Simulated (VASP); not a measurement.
# Mg (Im-3m) in VASP: further runs, part 3 of 3

VASP 6.6.1.

### Step 6. Relaxation of cell and atoms, PBEsol, target pressure 50 GPa, at which the enthalpy is minimised

This run uses another cell than the first one, of 13.52 Å³/atom.

The input, INCAR:

```
ALGO = Normal
EDIFF = 1E-6
EDIFFG = -0.002
ENCUT = 600
GGA = PS
IBRION = 2
ISIF = 3
ISMEAR = 0
LASPH = T
LCHARG = F
LREAL = F
LWAVE = F
NELM = 80
NSW = 100
PREC = Accurate
PSTRESS = 500.0
SIGMA = 0.1
```

The input, KPOINTS:

```
k-points
0
Gamma
  28 28 28
```

The input, POSCAR:

```
Mg
1.0
   -1.5006626982      1.5006626982      1.5006626982
    1.5006626982     -1.5006626982      1.5006626982
    1.5006626982      1.5006626982     -1.5006626982
Mg
1
Direct
    0.0000000000      0.0000000000      0.0000000000
```

Potentials or basis: VASP PAW PBE potentials, release 64 (Mg).

The run is started by

```bash
$ cat potpaw_PBE.64/Mg/POTCAR > POTCAR
$ mpirun -np 1 vasp_std > vasp.out
```

OUTCAR:

```text
EDIFF = 1E-6
   EDIFFG = -0.002
   ENCUT = 600
   GGA = PS
   IBRION = 2
   ISIF = 3
   ISMEAR = 0
   LASPH = T
   LREAL = F
   NELM = 80
   NSW = 100
   PREC = Accurate
   PSTRESS = 500.0

 ion  position               nearest neighbor table
   1  0.000  0.000  0.000-

  LATTYP: Found a body centered cubic cell.
 ALAT       =     3.0013253964

  Lattice vectors:

 A1 = (  -1.5006626982,   1.5006626982,   1.5006626982)
 A2 = (   1.5006626982,  -1.5006626982,   1.5006626982)
 A3 = (   1.5006626982,   1.5006626982,  -1.5006626982)

Analysis of symmetry for initial positions (statically):
=====================================================================
 Subroutine PRICEL returns:
 Original cell was already a primitive cell.

 Routine SETGRP: Setting up the symmetry group for a
 body centered cubic supercell.

 Subroutine GETGRP returns: Found 48 space group operations
 (whereof 48 operations were pure point group operations)
 out of a pool of 48 trial point group operations.

The static configuration has the point symmetry O_h .

Analysis of symmetry for dynamics (positions and initial velocities):
=====================================================================
 Subroutine PRICEL returns:
 Original cell was already a primitive cell.

 Routine SETGRP: Setting up the symmetry group for a
 body centered cubic supercell.

 Subroutine GETGRP returns: Found 48 space group operations
 (whereof 48 operations were pure point group operations)
 out of a pool of 48 trial point group operations.

The dynamic configuration has the point symmetry O_h .

 Subroutine INISYM returns: Found 48 space group operations
 (whereof 48 operations are pure point group operations),
 and found     1 'primitive' translations

[... 117 lines left out ...]
   GGA     = PS    functional components
   LHFCALC =     F    Hartree Fock is set to
   AEXX    =    0.0000 exact exchange contribution
   IVDW    =     0    specifies the selected vdW correction
   LEPSILON=     F    determine dielectric tensor
   LRPA    =     F    only Hartree local field effects (RPA)
 conjugate gradient relaxation of ions
 non-spin polarized calculation
 Gauss-broadening in eV      SIGMA  =   0.10
  energy-cutoff  :      600.00
  volume of cell :       13.52
 maximum number of plane-waves:       466
 NGX is ok and might be reduce to    24
   NGX = 11   NGY = 11   NGZ = 11

--------------------------------------- Ionic step        1  -------------------------------------------

 number of electron       2.0000000 magnetization

 Free energy of the ion-electron system (eV)
  ---------------------------------------------------
  ext. energy  EPLUGINS =         0.00000000
  ---------------------------------------------------
  free energy    TOTEN  =        -0.76133492 eV

  energy without entropy =       -0.75987966  energy(sigma->0) =       -0.76060729

------------------------ aborting loop because EDIFF is reached ----------------------------------------

  FORCE on cell =-STRESS in cart. coord.  units (eV):
  Direction    XX          YY          ZZ          XY          YZ          ZX
  --------------------------------------------------------------------------------------
  -------------------------------------------------------------------------------------
  Total        4.3031215      4.3031215      4.3031215     -0.0000000      0.0000000     -0.0000000
  in kB      510.0173404    510.0173404    510.0173404     -0.0000000      0.0000000     -0.0000000
  external PRESSURE =      10.0173404 kB  Pullay stress =     500.0000000 kB
[... 61 lines left out ...]
--------------------------------------- Ionic step        3  -------------------------------------------

 number of electron       2.0000000 magnetization

 Free energy of the ion-electron system (eV)
  ---------------------------------------------------
  ext. energy  EPLUGINS =         0.00000000
  ---------------------------------------------------
  free energy    TOTEN  =        -0.78280596 eV

  energy without entropy =       -0.78134804  energy(sigma->0) =       -0.78207700

 E-fermi :   6.0750     XC(G=0): -10.3660

 val. band max:        6.0745254005   @ k =  -0.3929   0.4643   0.3214
 cond. band min:       6.0773829778   @ k =   0.3929   0.1071   0.0357
 fundamental gap:      0.0028575773
 Fermi energy:         6.0749994794

 k-point     1 :       0.0000    0.0000    0.0000
  band No.  band energies     occupation
      1      -3.4859      2.00000
      2      23.0021      0.00000
      3      23.0021      0.00000
      4      23.0021      0.00000
      5      25.6932      0.00000
[... 177 lines left out ...]
 k-point    24 :       0.3214    0.0357    0.0000
  band No.  band energies     occupation
      1       0.2854      2.00000
      2       9.9895      0.00000
      3      17.1445      0.00000
      4      20.6859      0.00000
      5      21.0704      0.00000

 [... further k-points ...]

------------------------ aborting loop because EDIFF is reached ----------------------------------------

  FORCE on cell =-STRESS in cart. coord.  units (eV):
  Direction    XX          YY          ZZ          XY          YZ          ZX
  --------------------------------------------------------------------------------------
  -------------------------------------------------------------------------------------
  Total        4.2401778      4.2401778      4.2401778      0.0000000      0.0000000      0.0000000
  in kB      500.0371879    500.0371879    500.0371879      0.0000000      0.0000000      0.0000000
  external PRESSURE =       0.0371879 kB  Pullay stress =     500.0000000 kB
[... 20 lines left out ...]
  energy  without entropy=       -0.7813480374  energy(sigma->0) =       -0.78207700

  enthalpy is  TOTEN    =         3.4570564759 eV   P V=        4.2398624395

 reached required accuracy - stopping structural energy minimisation
```

It took 77 s on 1 thread of Intel Xeon 8259CL, shared host; peak memory 0.19 GiB.

Results:

| Property | Result |
| --- | --- |
| Free energy | -0.7828 eV |
| Relaxed volume | 13.59 Å³/atom |
| Relaxed cell | a = 2.604 Å, b = 2.604 Å, c = 2.604 Å, α = 109.47°, β = 109.47°, γ = 109.47° |
| Space group after relaxing (to 0.1 Å) | Im-3m (No. 229) |
| Energy change on relaxing (the run minimises the enthalpy) | -21.5 meV/atom |
| Ionic steps | 3 |
| Pressure after relaxing | 50.0 GPa |
| Band gap on the k mesh | zero (bands 1 and 2 overlap by 4.86 eV) |

The path:
| step | energy change (eV) | largest force (eV/Å) | pressure (GPa) | volume (Å³) |
| --- | --- | --- | --- | --- |
| 1 | 0.0000 | 0.0000 | 51.00 | 13.52 |
| 2 | -0.0516 | 0.0000 | 48.61 | 13.68 |
| 3 | -0.0215 | 0.0000 | 50.00 | 13.59 |

Final structure:
```yaml
crystal:
  lattice:
    - [-1.50318, 1.50318, 1.50318]
    - [1.50318, -1.50318, 1.50318]
    - [1.50318, 1.50318, -1.50318]
  atoms:
    - { symbol: Mg, position: [0.00000, 0.00000, 0.00000] }
```

Caveat: the cell is relaxed towards a set pressure, so the run minimises the enthalpy, not the energy; the PAW data sets were made with another functional, which shifts forces and pressure a little.

### Step 7. Summary

| task | cell | cutoff (eV) | gap on the mesh (eV) | pressure (GPa) |
| --- | --- | --- | --- | --- |
| single point | a = 3.079 Å, angles 109.5°, 1 atom | 520 | none | 0.0 |
| relaxation of cell and atoms | relaxed to 100 GPa from a = 2.437 Å, angles 109.5°, 1 atom | 600 | none | 100.0 |
| relaxation of cell and atoms | relaxed to 75 GPa from a = 2.506 Å, angles 109.5°, 1 atom | 600 | none | 75.0 |
| relaxation of cell and atoms | relaxed to 100 GPa from a = 2.506 Å, angles 109.5°, 1 atom | 600 | none | 100.0 |
| relaxation of cell and atoms | relaxed to 50 GPa from a = 2.599 Å, angles 109.5°, 1 atom | 600 | none | 50.0 |

Alike in all rows: level PBEsol; potentials or basis VASP PAW PBE potentials, release 64 (Mg); no spin polarisation; k mesh 28 × 28 × 28; smearing gaussian 0.1 eV.

Caveats: the PAW data sets were made with another functional, which shifts forces and pressure a little; the cell is relaxed towards a set pressure, so the run minimises the enthalpy, not the energy (at least some runs).

Absolute energies hang on the potentials; compare differences alone.

The gap in the log of VASP goes by the Fermi energy; the results here count the filled bands.